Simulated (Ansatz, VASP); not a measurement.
GaN in VASP and in Ansatz

```
CELL_PARAMETERS angstrom
0.00000 2.20601 2.24012
2.20601 0.00000 2.24012
2.20601 2.20601 0.00000
ATOMIC_POSITIONS crystal
Ga 0.00000 0.00000 0.00000
N 0.75000 0.75000 0.75000
```

Change from the starting cell: strain -0.030 along x and y, -0.015 along z, atoms carried along.

Alike in both runs: task single point; functional PBE; k mesh 10 × 10 × 10; occupations gaussian, width 0.05 eV; no spin polarisation.

|  | VASP | Ansatz |
| --- | --- | --- |
| version | VASP 6.6.1 | Ansatz 0.2.0 |
| potentials or method | VASP PAW PBE potentials, release 64 (Ga_d, N), cutoff 520 eV | scalar-relativistic, plane waves, PAW |
| valence electrons in the cell | 18 | 18 |

VASP gave:

* gap on the k mesh at the Fermi level (eV): 2.01
* least direct gap on the mesh (eV): 2.01
* pressure (GPa): 15.4
* traceless stress, the component that is largest in VASP (GPa): -1.23

**Question.** Estimate Ansatz's values.

**Answer.** gap on the k mesh at the Fermi level (eV): 2.00; least direct gap on the mesh (eV): 2.00; pressure (GPa): 15.5; traceless stress, the component that is largest in VASP (GPa): -1.22.
